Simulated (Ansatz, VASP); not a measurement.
Ru in VASP and in Ansatz

Contents of INCAR:

```
ALGO = Fast
EDIFF = 1E-6
ENCUT = 520
GGA = PE
ISIF = 2
ISMEAR = 0
LASPH = True
LCHARG = False
LREAL = False
LWAVE = False
NBANDS = 21
NELM = 60
PREC = Accurate
SIGMA = 0.15
```

Contents of KPOINTS:

```
k-points
0
Gamma
  24 24 14
```

POSCAR

```
Ru
1.0
    2.7200250909      0.0000000000      0.0000000000
   -1.3600125454      2.3556108276      0.0000000000
    0.0000000000      0.0000000000      4.0819310217
Ru
2
Direct
    0.3333333333      0.6666666667      0.2500000000
    0.6666666667      0.3333333333      0.7500000000
```

Input for Ansatz:

```yaml
crystal:
  lattice:
    - [2.7200250909, 0.0, 0.0]
    - [-1.3600125454, 2.3556108276, 0.0]
    - [0.0, 0.0, 4.0819310217]
  atoms:
    - { symbol: Ru, position: [0.3333333333, 0.6666666667, 0.25] }
    - { symbol: Ru, position: [0.6666666667, 0.3333333333, 0.75] }
basis:
  ecutwfc: 420
kpoints:
  mp_grid: { grid: [24, 24, 14] }
hamiltonian:
  xc: pbe
scf:
  occupations: { method: gaussian, width: 0.15 }
output:
  forces: true
  stress: true
  eigenvalues: true
```

Change from the starting cell: strain +0.000 along x and y, -0.050 along z, atoms carried along.

Alike in both runs: task single point; functional PBE; k mesh 24 × 24 × 14; occupations gaussian, width 0.15 eV; no spin polarisation.

```csv
,VASP,Ansatz
version,VASP 6.6.1,Ansatz 0.2.0
potentials or method,"VASP PAW PBE potentials, release 64 (Ru_pv), cutoff 520 eV","scalar-relativistic, plane waves, PAW"
valence electrons in the cell,28,32
```

```tsv
	VASP	Ansatz	Ansatz less VASP
gap on the k mesh at the Fermi level (eV)	none	none	-
pressure (GPa)	20.0	20.0	+0.03
traceless stress, the component that is largest in VASP (GPa)	17.79	17.76	-0.031
```

A gap of «none» marks a metal or a gap that the smearing closes. With one functional, cell and mesh, what is left measures potentials, basis and numerics. VASP's potentials hold 28 valence electrons a cell and Ansatz's 32, so a difference there can come from the potentials and not from the codes.
